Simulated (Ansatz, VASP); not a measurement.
Two plane-wave programs on Mg2Ti3O3

```
Mg Ti O
1.0
     3.24549    0.00000    0.00000
     0.00000    3.24549    0.00000
     0.00000    0.00000    9.44863
Mg Ti O
2 3 3
Direct
  0.50000 0.50000 0.50000
  0.00000 0.00000 0.00000
  0.00000 0.00000 0.26826
  0.00000 0.00000 0.73174
  0.50000 0.50000 0.00000
  0.50000 0.50000 0.29074
  0.50000 0.50000 0.70926
  0.00000 0.00000 0.50000
```

Alike in both runs: functional PBE; k mesh 4 × 4 × 2; occupations gaussian, width 0.2 eV; collinear spin.

Ansatz relaxed the structure, and its values are those at the end. VASP's run is a single point on that final structure, the one shown.

```csv
,VASP,Ansatz
version,VASP 6.6.1,Ansatz 0.2.0
potentials or method,"VASP PAW PBE potentials, release 64 (Mg, Ti_sv, O), cutoff 520 eV","scalar-relativistic, plane waves, PAW"
valence electrons in the cell,58,74
```

```csv
,VASP,Ansatz,Ansatz less VASP
gap on the k mesh at the Fermi level (eV),none,none,-
pressure (GPa),0.1,0.0,-0.04
rms of the force components (eV/Å),0.009,0.007,-0.0024
net moment per atom (μB),0.00,0.00,0.000
```

A gap of «none» marks a metal or a gap that the smearing closes. With one functional, cell and mesh, what is left measures potentials, basis and numerics. VASP's potentials hold 58 valence electrons a cell and Ansatz's 74, so a difference there can come from the potentials and not from the codes. Ansatz's warnings: seeded moment not kept.

The k mesh is coarse, so the values compare programs but aren't converged.
